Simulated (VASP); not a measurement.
Runs of VASP 6.6.1 on Ga. The structure is that of space group P6/mmm (No. 191), or close to it. The cells are those of the table. 

| task | cell | cutoff (eV) | gap on the mesh (eV) | pressure (GPa) |
| --- | --- | --- | --- | --- |
| relaxation of cell and atoms | relaxed to 450 GPa from a = 2.066, b = 2.066, c = 2.000 Å, angles 90.0, 90.0, 120.0°, 1 atom | 600 | none | 449.9 |
| single point | a = 2.066, b = 2.066, c = 2.000 Å, angles 90.0, 90.0, 120.0°, 1 atom | 520 | none | (a) |
| relaxation of cell and atoms | relaxed to 450 GPa from a = 2.076, b = 2.076, c = 1.952 Å, angles 90.0, 90.0, 120.0°, 1 atom | 600 | none | 450.1 |
| single point | a = 2.066, b = 2.066, c = 2.001 Å, angles 90.0, 90.0, 120.0°, 1 atom | 520 | none | 462.2 |

Alike in all rows: level LDA; potentials or basis VASP PAW LDA potentials, release 64 (Ga_d); no spin polarisation; k mesh 20 × 20 × 19; smearing fermi-dirac 0.1 eV.

Problem. Fill in the values left out.

Solution. (a) 463.6.

Caveats: the cell is relaxed towards a set pressure, so the enthalpy falls and the energy may rise (some runs).

A k mesh can miss the band edges, and the runs leave out spin-orbit coupling on Ga.

A gap of «none» marks levels without a gap at the run's occupations.
